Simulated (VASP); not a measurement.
Sr2CuSeO6:

```
O Sr Cu Se
1.0
     0.00000    5.32633    0.00000
     5.32633    0.00000    0.00000
     2.66316    2.66316   -4.15177
O Sr Cu Se
6 2 1 1
Direct
  0.20600 0.29700 0.00000
  0.29700 0.79400 0.00000
  0.79400 0.70300 0.00000
  0.70300 0.20600 0.00000
  0.28000 0.28000 0.44000
  0.72000 0.72000 0.56000
  0.75000 0.25000 0.50000
  0.25000 0.75000 0.50000
  0.00000 0.00000 0.00000
  0.50000 0.50000 0.00000
```

Base run:

```yaml
Program: VASP 6.6.1
Functional: r2SCAN
Dispersion: D3(BJ)
Potentials_or_basis: VASP PAW PBE potentials, release 64 (O, Sr_sv, Cu, Se)
Cutoff: 520 eV
k_mesh: 4 × 4 × 4
Occupations: fermi-dirac, width 0.0402 eV
Spin: no spin polarisation
```

Its results: band gap on the k mesh zero (an odd number of electrons rules out a gap without spin polarisation); pressure -3.1 GPa; largest force 0.992 eV/Å.

Question: The run is repeated on the same cell with these changes: dispersion from D3(BJ) to none. What comes out?

Answer: Band gap on the k mesh zero (an odd number of electrons rules out a gap without spin polarisation); pressure -1.5 GPa; largest force 0.993 eV/Å.

Dispersion adds attraction, which lowers the pressure at fixed volume and, as a term added to the energy, leaves the levels alone.

Caveats: the PAW data sets were made with another functional, which shifts forces and pressure a little; an odd number of electrons without spin polarisation forces a metal; a magnetic or distorted state may lie lower; semilocal functionals often make such compounds metallic where correlation or magnetic order opens a gap, which also shifts bond lengths; three body term missing (at least some runs); the cell stands under tension (at least some runs).
